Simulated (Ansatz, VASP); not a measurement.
**Two plane-wave programs on MnO2**

```
Mn O
1.0
     2.96655    0.00000    0.00000
    -1.48328    2.56911    0.00000
     0.00000    0.00000    4.77852
Mn O
1 2
Cartesian
  0.0000 0.0000 2.3893
  1.4833 0.8564 1.4035
  0.0000 1.7127 3.3750
```

Change from the starting cell: volume scaled by 1.12, no spin polarisation, PAW files.

Alike in both runs: task single point; functional LDA; k mesh 11 × 11 × 6; occupations fermi-dirac, width 0.03 eV; no spin polarisation.

```csv
,VASP,Ansatz
version,VASP 6.6.1,Ansatz 0.2.0
potentials or method,"VASP PAW LDA potentials, release 64 (Mn_pv, O)","PAW with Ansatz's default frozen-core files, scalar-relativistic"
plane-wave cutoff (eV),520,420
valence electrons in the cell,25,27
```

Ansatz gave:

| Item | Value |
| --- | --- |
| pressure (GPa) | -32.7 |
| traceless stress, the component that is largest in VASP (GPa) | 11.96 |
| rms of the force components (eV/Å) | 1.036 |

Task: Estimate VASP's values.

Result: Pressure (GPa): -32.0; traceless stress, the component that is largest in VASP (GPa): 11.45; rms of the force components (eV/Å): 1.010.

LDA's correlation is that of Perdew and Zunger in VASP and of Perdew and Wang (1992) in Ansatz. Atom by atom the forces differ by 0.026 eV/Å (rms over components). Both programs put the cell under strong tension, so it lies far from rest at this level. VASP's potentials hold 25 valence electrons a cell and Ansatz's 27, so a difference there can come from the potentials and not from the codes.

Noted on VASP's run: the cell as given lies far from equilibrium.
